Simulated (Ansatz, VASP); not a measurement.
**CdS in VASP and in Ansatz**

```
Cd S
1.0
    -0.13845    2.70040    2.70040
     2.70040   -0.13845    2.70040
     2.70040    2.70040   -0.13845
Cd S
1 1
Direct
  0.00000 0.00000 0.00000
  0.50000 0.50000 0.50000
```

Change from the starting cell: epitaxial_111 strain +4.1%.

Alike in both runs: task single point; functional r2SCAN; k mesh 8 × 8 × 8; occupations fermi-dirac, width 0.02 eV; no spin polarisation.

|  | VASP | Ansatz |
| --- | --- | --- |
| version | VASP 6.6.1 | Ansatz 0.2.0 |
| potentials or method | VASP PAW PBE potentials, release 64 (Cd, S) | plane waves, PAW |
| plane-wave cutoff (eV) | 520 | 500 |
| valence electrons in the cell | 18 | 26 |

```csv
,VASP,Ansatz,Ansatz less VASP
pressure (GPa),-3.0,-3.4,-0.38
"traceless stress, the component that is largest in VASP (GPa)",1.68,1.70,+0.019
```

VASP's potentials were made for PBE, not for r2SCAN. VASP's potentials hold 18 valence electrons a cell and Ansatz's 26, so a difference there can come from the potentials and not from the codes.
